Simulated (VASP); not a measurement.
Here is a VASP 6.6.1 calculation.

The input POSCAR:

```
Na2S
1.0
    0.0000000000      3.2554374458      3.2554374458
    3.2554374458      0.0000000000      3.2554374458
    3.2554374458      3.2554374458      0.0000000000
Na S
2 1
Direct
    0.2500000000      0.2500000000      0.2500000000
    0.7500000000      0.7500000000      0.7500000000
    0.0000000000      0.0000000000      0.0000000000
```

INCAR.step1

```
SYSTEM = Na2S
  PREC = Accurate
  ENCUT = 400
  EDIFF = 1E-5
  ISMEAR = 0
  SIGMA = 0.01
  LREAL = .FALSE.
  LASPH = .TRUE.
  NELM = 120
  ALGO = Normal
  ISIF = 2
  LWAVE = .TRUE.
  GGA = PE
  NBANDS = 17
  GGA_COMPAT = .FALSE.
```

File INCAR.step2:

```
SYSTEM = Na2S
  PREC = Accurate
  ENCUT = 400
  EDIFF = 1E-6
  ISMEAR = 0
  SIGMA = 0.01
  LREAL = .FALSE.
  LASPH = .TRUE.
  NELM = 120
  ALGO = Normal
  ISIF = 2
  LWAVE = .FALSE.
  LCHARG = .TRUE.
  GGA = PE
  LHFCALC = .TRUE.
  AEXX = 0.25
  PRECFOCK = Normal
  LELF = .TRUE.
  LVHAR = .TRUE.
  ISTART = 1
  NBANDS = 17
  GGA_COMPAT = .FALSE.
```

The input KPOINTS:

```
Automatic mesh
0
G
  6 6 6
  0 0 0
```

Potentials or basis: VASP PAW PBE potentials, release 64 (Na_pv, S).

Command:

```bash
$ cat potpaw_PBE.64/Na_pv/POTCAR potpaw_PBE.64/S/POTCAR > POTCAR
$ cp INCAR.step1 INCAR
$ mpirun -np 1 vasp_std > vasp.out
$ cp INCAR.step2 INCAR
$ mpirun -np 1 vasp_std > vasp.out
```

(1) What does it give for the pressure?

(2) Estimate the band gap on the k mesh.

## Answers

(1) 0.0 GPa.

(2) 4.19 eV.

Caveat: the PAW data sets were made with another functional, which shifts forces and pressure a little.
